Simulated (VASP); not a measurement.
Wanted: the native input for a VASP 6.6.1 run.

| Property | Result |
| --- | --- |
| Task | single point |
| Functional | PBEsol |
| Potentials or basis | VASP PAW PBE potentials, release 64 (Si, W_sv) |
| Cutoff | 520 eV |
| k mesh | 20 × 20 × 20 |
| Occupations | gaussian, width 0.1 eV |
| Spin | no spin polarisation |
| Dipole correction | no |
| Further INCAR settings | ALGO = Normal; EDIFF = 1e-06; NBANDS = 18 |

The structure of Si2W lies in POSCAR:

```
Si2W
1.0
   -1.4704630083      1.4704630083      3.6606926631
    1.4704630083     -1.4704630083      3.6606926631
    1.4704630083      1.4704630083     -3.6606926631
Si W
2 1
Direct
    0.3313415362      0.3313415362      0.0000000000
    0.6686584638      0.6686584638      0.0000000000
    0.0000000000      0.0000000000      0.0000000000
```

The input as run:

INCAR

```
  PREC = Accurate
  ENCUT = 520
  EDIFF = 1E-6
  ISMEAR = 0
  SIGMA = 0.1
  LREAL = F
  LASPH = T
  NELM = 80
  ALGO = Normal
  ISIF = 2
  LWAVE = F
  LCHARG = F
  GGA = PS
  NBANDS = 18
```

KPOINTS

```
Automatic mesh
0
Gamma
  20 20 20
```

Potentials or basis: VASP PAW PBE potentials, release 64 (Si, W_sv).

Command:

```bash
$ cat potpaw_PBE.64/Si/POTCAR potpaw_PBE.64/W_sv/POTCAR > POTCAR
$ mpirun -np 1 vasp_std > vasp.out
```

Results of the run:

```yaml
Pressure: 91.1 GPa
Largest_force: 0.013 eV/Å
Band_gap_on_the_k_mesh: zero (bands 11 and 12 overlap by 1.90 eV)
```

Caveat: the cell stands under pressure; the PAW data sets were made with another functional, which shifts forces and pressure a little; spin-orbit coupling is left out, which moves the levels of the heavy elements.

Wall time 120 s on 1 thread of Intel(R) Xeon(R) 6975P-C (Granite Rapids), with other jobs on the host, peak memory 0.45 GiB.
